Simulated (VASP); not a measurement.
Set up this calculation in VASP 6.6.1, as the native input.

```
Task                   : single point
Functional             : PBE
Potentials or basis    : VASP PAW PBE potentials, release 64 (Na_pv, B)
Cutoff                 : 500 eV
k mesh                 : 2 × 2 × 2, shifted
Occupations            : fermi-dirac, width 0.025852 eV
Spin                   : collinear spin, ferromagnetic start
Starting moments       : [0.16, 1.98] μB
Fixed moment           : 3 μB
Dipole correction      : no
Further INCAR settings : ALGO = Normal; EDIFF = 1e-06; NBANDS = 16; ISYM = 0
```

The structure of NaB lies in POSCAR:

```
NaB
1.0
    0.0000000000      2.6838690000      2.6838690000
    2.6838690000      0.0000000000      2.6838690000
    2.6838690000      2.6838690000      0.0000000000
Na B
1 1
Direct
    0.0000000000      0.0000000000      0.0000000000
    0.5000000000      0.5000000000      0.5000000000
```

These files were run (other wordings do the same):

INCAR

```
ALGO = Normal
EDIFF = 1E-6
ENCUT = 500
GGA = PE
GGA_COMPAT = F
ISIF = 2
ISMEAR = -1
ISPIN = 2
ISYM = 0
LASPH = T
LCHARG = F
LORBIT = 11
LREAL = F
LWAVE = F
MAGMOM = 0.16 1.98
NBANDS = 16
NELM = 200
NUPDOWN = 3.0
PREC = Accurate
SIGMA = 0.025851999786435532
```

KPOINTS

```
Automatic mesh
0
Gamma
  2 2 2
  0.97 0.52 0.62
```

Potentials or basis: VASP PAW PBE potentials, release 64 (Na_pv, B).

Command:

```bash
$ cat potpaw_PBE.64/Na_pv/POTCAR potpaw_PBE.64/B/POTCAR > POTCAR
$ mpirun -np 1 vasp_std > vasp.out
```

It gave:

```yaml
Pressure: 5.4 GPa
Net_moment: 3.00 μB per cell
Site_moments: Na +0.09; B +1.19 μB
Valence_electrons_inside_the_program's_atomic_spheres: Na 6.07; B 1.51
```

Caveat: the k points lie up to 1.01 Å⁻¹ apart; the total moment is fixed, so each spin has its own Fermi level.

It took 5.5 min on 1 thread of Intel Xeon 8259CL (shared host), peak memory 0.28 GiB.
